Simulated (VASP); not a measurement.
Write the native input for VASP 6.6.1 that does the following.

| Property | Result |
| --- | --- |
| Task | relaxation of cell and atoms |
| Functional | PBE |
| Potentials or basis | VASP PAW PBE potentials, release 64 (Si, C) |
| Cutoff | 600 eV |
| k mesh | 12 × 12 × 2 |
| Occupations | gaussian, width 0.02 eV |
| Spin | no spin polarisation |
| Dipole correction | no |
| Further INCAR settings | ALGO = Normal; EDIFF = 1e-07; IBRION = 2; EDIFFG = -0.005; NSW = 100; ISIF = 3 |

The structure of SiC lies in POSCAR:

```
SiC
1.0
    3.0766210100      0.0000000000      0.0000000000
   -1.5383105100      2.6644319500      0.0000000000
    0.0000000000      0.0000000000     15.0980843200
Si C
6 6
Direct
    0.3333333300      0.6666666700      0.8329861500
    0.6666666700      0.3333333300      0.3329861500
    0.6666666700      0.3333333300      0.6665006000
    0.3333333300      0.6666666700      0.1665006000
    0.0000000000      0.0000000000      0.4997294200
    0.0000000000      0.0000000000      0.9997294200
    0.0000000000      0.0000000000      0.8743664100
    0.0000000000      0.0000000000      0.3743664100
    0.3333333300      0.6666666700      0.7079967800
    0.6666666700      0.3333333300      0.2079967800
    0.6666666700      0.3333333300      0.5415216400
    0.3333333300      0.6666666700      0.0415216400
```

One way to write it, as run:

INCAR

```
SYSTEM = SiC
PREC = Accurate
ENCUT = 600
EDIFF = 1E-7
ISMEAR = 0
SIGMA = 0.02
LREAL = .FALSE.
LASPH = .TRUE.
NELM = 100
ALGO = Normal
ISIF = 3
LWAVE = .FALSE.
LCHARG = .FALSE.
GGA = PE
IBRION = 2
NSW = 100
EDIFFG = -0.005
```

KPOINTS

```
regular mesh
0
G
  12 12 2
  0 0 0
```

Potentials or basis: VASP PAW PBE potentials, release 64 (Si, C).

The run is started by

```console
$ cat potpaw_PBE.64/Si/POTCAR potpaw_PBE.64/C/POTCAR > POTCAR
$ mpirun -np 1 vasp_std > vasp.out
```

It gave:

| Property | Result |
| --- | --- |
| Relaxed volume | 10.49 Å³/atom |
| Relaxed cell | a = 3.094 Å, b = 3.094 Å, c = 15.181 Å, α = 90.00°, β = 90.00°, γ = 120.00° |
| Space group after relaxing (to 0.1 Å) | P6_3mc (No. 186) |
| Energy gained by relaxing | 2.0 meV/atom |
| Ionic steps | 6 |
| Pressure after relaxing | 0.1 GPa |
| Band gap on the k mesh | 2.03 eV (least direct gap 3.12 eV) |

Wall time 6.6 min on 1 thread of AMD EPYC 9R45 96-Core Processor (Zen 5), on a shared host, peak memory 0.35 GiB.
